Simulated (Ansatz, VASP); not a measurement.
# One calculation of BaTiO3, two programs

```xyz
10
Lattice="4.0072 0.0000 0.0000 0.0000 5.7472 0.0000 0.0000 0.0000 5.7740" Properties=species:S:1:pos:R:3 pbc="T T T"
Ba    0.0000    2.8736    2.9149
Ba    0.0000    0.0000    0.0279
Ti    2.0036    2.8736    0.0962
Ti    2.0036    0.0000    2.9832
O     2.0036    4.2792    1.3574
O     2.0036    1.4680    1.3574
O     0.0000    2.8736    5.7060
O     2.0036    1.4056    4.2444
O     2.0036    4.3416    4.2444
O     0.0000    0.0000    2.8190
```

Alike in both runs: task single point; functional PBE; k mesh 6 × 4 × 4; occupations gaussian, width 0.02 eV; no spin polarisation; Hubbard terms Ti d U = 4.0 eV.

```csv
,VASP,Ansatz
version,VASP 6.6.1,Ansatz 0.2.0
potentials or method,"VASP PAW PBE potentials, release 64 (Ba_sv, Ti_sv, O), cutoff 520 eV","scalar-relativistic, plane waves, PAW"
valence electrons in the cell,80,80
```

|  | VASP | Ansatz | Ansatz less VASP |
| --- | --- | --- | --- |
| gap on the k mesh at the Fermi level (eV) | 2.50 | 2.52 | +0.023 |
| least direct gap on the mesh (eV) | 2.72 | 2.72 | -0.009 |
| pressure (GPa) | 3.5 | 0.0 | -3.47 |
| traceless stress, the component that is largest in VASP (GPa) | 0.30 | 0.00 | -0.302 |
| rms of the force components (eV/Å) | 0.222 | 0.001 | -0.2210 |

The programs project onto different local orbitals, so the same U acts differently, and such runs can settle in different states. Atom by atom the forces differ by 0.222 eV/Å (rms over components).

Spin-orbit coupling is off throughout.
